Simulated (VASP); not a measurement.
Write the native input for VASP 6.6.1 that does the following.

| Item | Value |
| --- | --- |
| Task | single point |
| Functional | PBE |
| Potentials or basis | VASP PAW PBE potentials, release 64 (Si, O, Sn_d) |
| Cutoff | 520 eV |
| k mesh | 6 × 6 × 4 |
| Occupations | fermi-dirac, width 0.02 eV |
| Spin | no spin polarisation |
| Dipole correction | no |
| Further INCAR settings | ALGO = Normal; EDIFF = 1e-06; NBANDS = 49 |

The structure of Si3SnO8 lies in POSCAR:

```
Si3SnO8
1.0
    3.0478097814     -3.1453702963      0.0000000000
    3.0478097814      3.1453702963      0.0000000000
    0.0000000000      0.0000000000      5.6967875933
Si O Sn
3 8 1
Direct
    0.5000000000      0.5000000000      0.2385821757
    0.0000000000      0.0000000000      0.0000000000
    0.5000000000      0.5000000000      0.7614178243
    0.2035100404      0.2035100404      0.2223305675
    0.7964899596      0.7964899596      0.2223305675
    0.6928668070      0.3071331930      0.0000000000
    0.3071331930      0.6928668070      0.0000000000
    0.2035100404      0.2035100404      0.7776694325
    0.7964899596      0.7964899596      0.7776694325
    0.6742629320      0.3257370680      0.5000000000
    0.3257370680      0.6742629320      0.5000000000
    0.0000000000      0.0000000000      0.5000000000
```

One way to write it, as run:

INCAR

```
SYSTEM = Si3SnO8
PREC = Accurate
ENCUT = 520
EDIFF = 1E-6
ISMEAR = -1
SIGMA = 0.02
LREAL = .FALSE.
LASPH = .TRUE.
NELM = 100
ALGO = Normal
ISIF = 2
LWAVE = .FALSE.
LCHARG = .FALSE.
GGA = PE
NBANDS = 49
```

KPOINTS

```
regular mesh
0
G
  6 6 4
  0 0 0
```

Potentials or basis: VASP PAW PBE potentials, release 64 (Si, O, Sn_d).

Command:

```console
$ cat potpaw_PBE.64/Si/POTCAR potpaw_PBE.64/O/POTCAR potpaw_PBE.64/Sn_d/POTCAR > POTCAR
$ mpirun -np 1 vasp_std > vasp.out
```

Results of the run:

```json
{
 "Pressure": "0.3 GPa",
 "Largest force": "0.043 eV/Å",
 "Band gap on the k mesh": "3.08 eV"
}
```

Caveat: spin-orbit coupling is left out, which moves the levels of the heavy elements.

It took 2.5 min on 1 thread of Intel(R) Xeon(R) Platinum 8488C (Sapphire Rapids), on a shared host, peak memory 0.32 GiB.
